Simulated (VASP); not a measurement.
A run of VASP 6.6.1:

The input INCAR:

```
PREC     = Accurate       # precision mode
ENCUT    = 500            # plane-wave cutoff, eV
EDIFF    = 1E-6           # SCF threshold, eV
ISMEAR   = -1             # smearing method
SIGMA    = 0.1            # smearing width, eV
LREAL    = False          # projectors in reciprocal space
LASPH    = True           # aspherical terms in the spheres
NELM     = 120            # most SCF steps
ALGO     = Normal         # electronic algorithm
ISIF     = 2              # what is computed and relaxed
LWAVE    = False          # write WAVECAR
LCHARG   = True           # write CHGCAR
GGA      = CA             # functional
LELF     = True           # ELF
LVHAR    = True         
NBANDS   = 12             # bands
GGA_COMPAT= False
```

The input KPOINTS:

```
regular mesh
0
Gamma
  9 9 9
```

File POSCAR:

```
Tc
1.0
    0.0000000000      1.8879835146      1.8879835146
    1.8879835146      0.0000000000      1.8879835146
    1.8879835146      1.8879835146      0.0000000000
Tc
1
Direct
    0.0000000000      0.0000000000      0.0000000000
```

Potentials or basis: VASP PAW LDA potentials, release 64 (Tc_pv).

Launch:

```sh
$ cat potpaw_LDA.64/Tc_pv/POTCAR > POTCAR
$ mpirun -np 1 vasp_std > vasp.out
```

Hardware: 1 thread of Intel(R) Xeon(R) 6975P-C (Granite Rapids) (shared host).

How long does it take, and how much memory?

It took 2.5 s on 1 thread of Intel(R) Xeon(R) 6975P-C (Granite Rapids), on a shared host, peak memory 0.12 GiB. Counts: scf iterations 11, k points 35.
